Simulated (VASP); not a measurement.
# Cu2Pb (Pmmn) in VASP: notebook

Cu2Pb is run at these levels: PBE; tasks: single point.

Program: VASP 6.6.1. These are calculated values, not measurements. Logs are shortened: lines on timing, memory, paths and dates and some standing lists are left out, and cuts for length are marked.

### Step 1. The cell of the first run

It takes space group Pmmn (No. 59, orthorhombic). Conventional cell: a = 3.587 Å, b = 5.816 Å, c = 5.065 Å, α = 90.00°, β = 90.00°, γ = 90.00°. Cu (site symmetry m) has 3 Cu at 2.22 to 2.38 Å and 4 Pb at 2.71 to 2.82 Å within 2.9 Å. Within 3.8 Å of Pb (site symmetry mm2) lie 8 Cu at 2.71 to 2.82 Å and 6 Pb at 3.59 to 3.74 Å.

The cell was built from a structure type or drawn by symmetry, and may not be a known phase.

### Step 2. Single point, PBE

Input file INCAR:

```
  PREC = Accurate
  ENCUT = 520
  EDIFF = 1E-7
  ISMEAR = 0
  SIGMA = 0.1
  LREAL = False
  LASPH = True
  NELM = 100
  ALGO = Fast
  ISIF = 2
  LWAVE = False
  LCHARG = True
  GGA = PE
  LELF = True
  LVHAR = True
  NBANDS = 45
```

Input file KPOINTS:

```
Automatic mesh
0
Gamma
  6 4 4
```

Input file POSCAR:

```
Cu2Pb
1.0
    3.5871117100      0.0000000000      0.0000000000
    0.0000000000      5.8157535000      0.0000000000
    0.0000000000      0.0000000000      5.0645260400
Cu Pb
4 2
Direct
    0.0000000000      0.8090000200      0.3609999900
    0.0000000000      0.1909999800      0.3609999900
    0.5000000000      0.3090000200      0.6390000100
    0.5000000000      0.6909999800      0.6390000100
    0.0000000000      0.0000000000      0.8492000000
    0.5000000000      0.5000000000      0.1508000000
```

Potentials or basis: VASP PAW PBE potentials, release 64 (Cu, Pb_d).

On the command line:

```
$ cat potpaw_PBE.64/Cu/POTCAR potpaw_PBE.64/Pb_d/POTCAR > POTCAR
$ mpirun -np 1 vasp_std > vasp.out
```

OUTCAR:

```text
PREC = Accurate
   ENCUT = 520
   EDIFF = 1E-7
   ISMEAR = 0
   LREAL = False
   LASPH = True
   NELM = 100
   ISIF = 2
   GGA = PE

 ion  position               nearest neighbor table
   1  0.000  0.809  0.361-   2 2.22   4 2.38   4 2.38   5 2.71   6 2.75   6 2.75   5 2.82
   2  0.000  0.191  0.361-   1 2.22   3 2.38   3 2.38   5 2.71   6 2.75   6 2.75   5 2.82
   3  0.500  0.309  0.639-   4 2.22   2 2.38   2 2.38   6 2.71   5 2.75   5 2.75   6 2.82
   4  0.500  0.691  0.639-   3 2.22   1 2.38   1 2.38   6 2.71   5 2.75   5 2.75   6 2.82
   5  0.000  0.000  0.849-   1 2.71   2 2.71   3 2.75   4 2.75   3 2.75   4 2.75   1 2.82   2 2.82
                             6 3.74   6 3.74   6 3.74   6 3.74
   6  0.500  0.500  0.151-   3 2.71   4 2.71   1 2.75   2 2.75   1 2.75   2 2.75   3 2.82   4 2.82
                             5 3.74   5 3.74   5 3.74   5 3.74

  LATTYP: Found a simple orthorhombic cell.
 ALAT       =     3.5871117100
 B/A-ratio  =     1.4118673879
 C/A-ratio  =     1.6212914373

  Lattice vectors:

 A1 = (  -3.5871117100,   0.0000000000,   0.0000000000)
 A2 = (   0.0000000000,   0.0000000000,   5.0645260400)
 A3 = (   0.0000000000,   5.8157535000,   0.0000000000)

Analysis of symmetry for initial positions (statically):
=====================================================================
 Subroutine PRICEL returns:
 Original cell was already a primitive cell.

 Routine SETGRP: Setting up the symmetry group for a
 simple orthorhombic supercell.

 Subroutine GETGRP returns: Found  8 space group operations
 (whereof  4 operations were pure point group operations)
 out of a pool of  8 trial point group operations.

The static configuration has the point symmetry C_2v.
 The point group associated with its full space group is D_2h.

Analysis of symmetry for dynamics (positions and initial velocities):
=====================================================================
 Subroutine PRICEL returns:
 Original cell was already a primitive cell.

 Routine SETGRP: Setting up the symmetry group for a
 simple orthorhombic supercell.

 Subroutine GETGRP returns: Found  8 space group operations
 (whereof  4 operations were pure point group operations)
 out of a pool of  8 trial point group operations.

The dynamic configuration has the point symmetry C_2v.
 The point group associated with its full space group is D_2h.

 Subroutine INISYM returns: Found  8 space group operations
 (whereof  4 operations are pure point group operations),
 and found     1 'primitive' translations

[... 108 lines left out ...]
   ISIF   =      2    stress and relaxation
   ISYM   =      2    0-nonsym 1-usesym 2-fastsym
   POTIM  = 0.5000    time-step for ionic-motion
   TEBEG  =    0.0;   TEEND  =   0.0 temperature during run
   PSTRESS=    0.0 pullay stress
   NELECT =      72.0000    total number of electrons
   NUPDOWN=      -1.0000    fix difference up-down
   EMIN   =  10.00;   EMAX   =-10.00  energy-range for DOS
   EFERMI =   0.00;   METHOD = LEGACY
   ISMEAR =     0;   SIGMA  =   0.10  broadening in eV -4-tet -1-fermi 0-gaus
   EFERMI_NEDOS =   21; number of points for ismear=-14 and -15
   IALGO  =     68    algorithm
   IMIX   =      4    mixing-type and parameters
     AMIX     =   0.40;   BMIX     =  1.00
     AMIX_MAG =   1.60;   BMIX_MAG =  1.00
  volume/ion in A,a.u.               =      17.61       118.83
  Fermi-wavevector in a.u.,A,eV,Ry     =   1.440641  2.722417 28.238163  2.075446
  Thomas-Fermi vector in A             =   2.559362
   LORBIT       =      0    0 simple, 1 ext, 2 COOP (PROOUT), +10 PAW based schemes
   GGA     = PE    functional components
   LHFCALC =     F    Hartree Fock is set to
   AEXX    =    0.0000 exact exchange contribution
   IVDW    =     0    specifies the selected vdW correction
   LEPSILON=     F    determine dielectric tensor
   LRPA    =     F    only Hartree local field effects (RPA)
 non-spin polarized calculation
 RMM-DIIS sequential band-by-band and
 Gauss-broadening in eV      SIGMA  =   0.10
  energy-cutoff  :      520.00
  volume of cell :      105.65
 maximum number of plane-waves:      2879
 NGX is ok and might be reduce to    28
   NGX = 13   NGY = 21   NGZ = 19

 number of electron      71.9999962 magnetization

 Free energy of the ion-electron system (eV)
  ---------------------------------------------------
  ext. energy  EPLUGINS =         0.00000000
  ---------------------------------------------------
  free energy    TOTEN  =       -19.25765672 eV

  energy without entropy =      -19.24128762  energy(sigma->0) =      -19.24947217

 E-fermi :   7.6667     XC(G=0): -11.3547

 val. band max:        7.6166046129   @ k =   0.1667   0.2500   0.0000
 cond. band min:       7.6717966706   @ k =   0.3333   0.2500   0.5000
 fundamental gap:      0.0551920577
 Fermi energy:         7.6667225844

 k-point     1 :       0.0000    0.0000    0.0000
  band No.  band energies     occupation
      1      -9.4422      2.00000
      2      -9.3897      2.00000
      3      -9.3262      2.00000
      4      -9.3238      2.00000
      5      -9.2864      2.00000
      6      -9.2597      2.00000
[... 1141 lines left out ...]
     44      12.7764      0.00000
     45      14.5957      0.00000

 [... further k-points ...]

------------------------ aborting loop because EDIFF is reached ----------------------------------------

  FORCE on cell =-STRESS in cart. coord.  units (eV):
  Direction    XX          YY          ZZ          XY          YZ          ZX
  --------------------------------------------------------------------------------------
  -------------------------------------------------------------------------------------
  Total        5.3785474     10.3653485      6.7752050      0.0000000      0.0000000      0.0000000
  in kB       81.5616274    157.1827158    102.7408892      0.0000000      0.0000000      0.0000000
  external PRESSURE =     113.8284108 kB  Pullay stress =       0.0000000 kB

 VOLUME and BASIS-vectors are now :
 -----------------------------------------------------------------------------
  energy-cutoff  :      520.00
  volume of cell :      105.65
      direct lattice vectors                 reciprocal lattice vectors
     3.587111710  0.000000000  0.000000000     0.278775818  0.000000000  0.000000000
     0.000000000  5.815753500  0.000000000     0.000000000  0.171946765  0.000000000
     0.000000000  0.000000000  5.064526040     0.000000000  0.000000000  0.197451843

 POSITION                                       TOTAL-FORCE (eV/Angst)
 -----------------------------------------------------------------------------------
      0.00000      4.70494      1.82829         0.000000     -1.050642     -0.668860
      0.00000      1.11081      1.82829         0.000000      1.050642     -0.668860
      1.79356      1.79707      3.23623         0.000000     -1.050642      0.668860
      1.79356      4.01869      3.23623         0.000000      1.050642      0.668860
      0.00000      0.00000      4.30080         0.000000      0.000000      1.087274
      1.79356      2.90788      0.76373         0.000000      0.000000     -1.087274
 -----------------------------------------------------------------------------------
    total drift:                                0.000000      0.000000      0.000000

  FREE ENERGIE OF THE ION-ELECTRON SYSTEM (eV)
  ---------------------------------------------------
  free  energy   TOTEN  =       -19.2576567211 eV

  energy  without entropy=      -19.2412876198  energy(sigma->0) =      -19.24947217
```

Wall time 11 min (1 thread of AMD EPYC 7R13, shared host); peak memory 0.28 GiB.

Results:

| Item | Value |
| --- | --- |
| Free energy | -19.2577 eV |
| Pressure | 11.4 GPa |
| Largest force | 1.245 eV/Å |
| Band gap on the k mesh | zero (bands 36 and 37 overlap by 2.64 eV) |

Forces in eV/Å, atoms in the order of the input:
```
Cu   0.000 -1.051 -0.669
Cu   0.000  1.051 -0.669
Cu   0.000 -1.051  0.669
Cu   0.000  1.051  0.669
Pb   0.000  0.000  1.087
Pb   0.000  0.000 -1.087
```

Caveat: the cell stands under pressure; spin-orbit coupling is left out, which moves the levels of the heavy elements; forces of over 1 eV/Å act on the atoms, so gaps and moduli don't describe the material at rest.

### Step 3. Single point, PBE

This run uses another cell than the first one, of 19.55 Å³/atom.

Input file INCAR:

```
ALGO = Fast
EDIFF = 1E-6
ENCUT = 520
GGA = PE
ISIF = 2
ISMEAR = 0
LASPH = True
LCHARG = False
LREAL = False
LWAVE = False
NBANDS = 45
NELM = 80
PREC = Accurate
SIGMA = 0.1
```

Input file KPOINTS:

```
k-points
0
Gamma
  6 4 4
```

Input file POSCAR:

```
Cu2Pb
1.0
    3.6134626441      0.0000000000      0.0000000000
    0.0000000000      6.2041322743      0.0000000000
    0.0000000000      0.0000000000      5.2316119714
Cu Pb
4 2
Direct
    0.0000000000      0.7999093864      0.3513356434
    0.0000000000      0.2000906136      0.3513356434
    0.5000000000      0.2999093864      0.6486643566
    0.5000000000      0.7000906136      0.6486643566
    0.0000000000      0.0000000000      0.8650895282
    0.5000000000      0.5000000000      0.1349104718
```

Potentials or basis: VASP PAW PBE potentials, release 64 (Cu, Pb_d).

On the command line:

```
$ cat potpaw_PBE.64/Cu/POTCAR potpaw_PBE.64/Pb_d/POTCAR > POTCAR
$ mpirun -np 1 vasp_std > vasp.out
```

It took 7.4 min on 1 thread of AMD EPYC 7R13, shared host; peak memory 0.29 GiB.

Results (log left out):

```yaml
Free_energy: -19.9111 eV
Pressure: -0.3 GPa
Largest_force: 0.044 eV/Å
Band_gap_on_the_k_mesh: zero (bands 36 and 37 overlap by 2.33 eV)
```

Forces in eV/Å, atoms in the order of the input:
```
Cu   0.000  0.037 -0.024
Cu   0.000 -0.037 -0.024
Cu   0.000  0.037  0.024
Cu   0.000 -0.037  0.024
Pb   0.000  0.000 -0.006
Pb   0.000  0.000  0.006
```

Stress tensor (GPa, compression positive):
```
-0.56  0.00  0.00
 0.00  0.00  0.00
 0.00  0.00 -0.32
```

Levels at points of the mesh, in eV from the Fermi level:
| k point | band 34 | band 35 | band 36 | band 37 | band 38 | band 39 |
| --- | --- | --- | --- | --- | --- | --- |
| (0.00, 0.00, 0.00) | -1.60 | -1.58 | 0.94 | 1.38 | 1.42 | 1.89 |
| (0.50, 0.00, 0.00) | -1.72 | -0.61 | -0.61 | -0.59 | -0.59 | 1.45 |
| (0.00, 0.50, 0.00) | -1.37 | -1.21 | -1.21 | 1.20 | 1.20 | 3.28 |
| (0.50, 0.50, 0.00) | -2.10 | 0.17 | 0.17 | 0.72 | 0.72 | 1.32 |
| (0.00, 0.00, 0.50) | -1.96 | -1.87 | -1.22 | 3.62 | 3.88 | 4.23 |
| (0.50, 0.00, 0.50) | -1.78 | -0.89 | -0.89 | -0.25 | -0.25 | 1.47 |
| (0.00, 0.50, 0.50) | -1.97 | 0.66 | 0.66 | 2.90 | 2.90 | 4.18 |
| (0.50, 0.50, 0.50) | -1.72 | -1.41 | -1.41 | -1.32 | -1.32 | 4.41 |

Caveat: spin-orbit coupling is left out, which moves the levels of the heavy elements.

### Step 4. Single point, PBE

This run uses another cell than the first one, of 18.99 Å³/atom.

Input file INCAR:

```
PREC = Accurate
ENCUT = 520
EDIFF = 1E-7
ISMEAR = 0
SIGMA = 0.1
LREAL = False
LASPH = True
NELM = 100
ALGO = Fast
ISIF = 2
LWAVE = False
LCHARG = True
GGA = PE
LELF = True
LVHAR = True
NBANDS = 45
```

Input file KPOINTS:

```
Automatic mesh
0
Gamma
  10 6 8
```

Input file POSCAR:

```
Cu2Pb
1.0
    3.2745820405      0.0000000000      0.0000000000
    0.0000000000      7.0557930742      0.0000000000
    0.0000000000      0.0000000000      4.9322363733
Cu Pb
4 2
Direct
    0.0000000000      0.8193521915      0.3333946143
    0.0000000000      0.1806478085      0.3333946143
    0.5000000000      0.3193521915      0.6666053857
    0.5000000000      0.6806478085      0.6666053857
    0.0000000000      0.0000000000      0.8397541647
    0.5000000000      0.5000000000      0.1602458353
```

On the command line:

```
$ cat potpaw_PBE.64/Cu/POTCAR potpaw_PBE.64/Pb_d/POTCAR > POTCAR
$ mpirun -np 1 vasp_std > vasp.out
```

Run time: 16 min. Hardware: 1 thread of Intel Xeon 8259CL, shared host; peak memory 0.58 GiB.

It converged, with:

```yaml
Free_energy: -19.9774 eV
Pressure: 0.2 GPa
Largest_force: 0.011 eV/Å
Band_gap_on_the_k_mesh: zero (bands 36 and 37 overlap by 2.00 eV)
```

Forces in eV/Å, atoms in the order of the input:
```
Cu   0.000 -0.002 -0.011
Cu   0.000  0.002 -0.011
Cu   0.000 -0.002  0.011
Cu   0.000  0.002  0.011
Pb   0.000  0.000 -0.001
Pb   0.000  0.000  0.001
```

Stress tensor (GPa, compression positive):
```
0.09 0.00 0.00
0.00 0.21 0.00
0.00 0.00 0.19
```

Levels at points of the mesh, in eV from the Fermi level:
```
           k point  band 32  band 33  band 34  band 35  band 36  band 37  band 38  band 39  band 40  band 41
(0.00, 0.00, 0.00)    -1.79    -1.73    -1.69    -0.93     0.38     1.19     1.33     2.10     4.19     4.60
(0.50, 0.00, 0.00)    -2.03    -1.97    -1.97    -0.54    -0.54     0.37     0.37     2.44     2.44     4.40
(0.00, 0.50, 0.00)    -1.83    -1.25    -1.25    -1.12    -1.12     0.47     0.47     4.94     4.94     5.25
(0.50, 0.50, 0.00)    -1.99    -1.89    -1.89     0.87     0.87     1.32     1.32     1.36     1.36     3.46
(0.00, 0.00, 0.50)    -2.06    -2.05    -2.00    -1.78    -1.76     4.94     4.95     5.60     5.98     6.16
(0.50, 0.00, 0.50)    -2.03    -1.38    -1.38    -1.12    -1.12    -0.06    -0.06     1.50     1.50     1.58
(0.00, 0.50, 0.50)    -2.23    -1.84    -1.84    -0.75    -0.75     1.46     1.46     6.31     6.31     6.77
(0.50, 0.50, 0.50)    -2.00    -1.29    -1.29    -1.15    -1.15    -1.13    -1.13     3.34     3.34     3.44
```

Caveat: spin-orbit coupling is left out, which moves the levels of the heavy elements.

### Step 5. The runs side by side

```tsv
cell	k mesh	further INCAR settings	gap on the mesh (eV)	pressure (GPa)	largest force (eV/Å)
a = 3.587, b = 5.816, c = 5.065 Å, 6 atoms, atomic positions A	6 × 4 × 4	ALGO = Fast; EDIFF = 1e-07; NBANDS = 45	none	11.4	1.25
a = 3.613, b = 6.204, c = 5.232 Å, 6 atoms, atomic positions B	6 × 4 × 4	ALGO = Fast; EDIFF = 1e-06; NBANDS = 45	none	-0.3	0.04
a = 3.275, b = 7.056, c = 4.932 Å, 6 atoms, atomic positions C	10 × 6 × 8	ALGO = Fast; EDIFF = 1e-07; NBANDS = 45	none	0.2	0.01
```

Alike in all rows: task single point; level PBE; potentials or basis VASP PAW PBE potentials, release 64 (Cu, Pb_d); no spin polarisation; cutoff (eV) 520; smearing gaussian 0.1 eV.

Caveats: spin-orbit coupling is left out, which moves the levels of the heavy elements; the cell stands under pressure (at least some runs); forces of over 1 eV/Å act on the atoms, so gaps and moduli don't describe the material at rest (at least some runs).

Absolute energies hang on the potentials; compare differences alone.
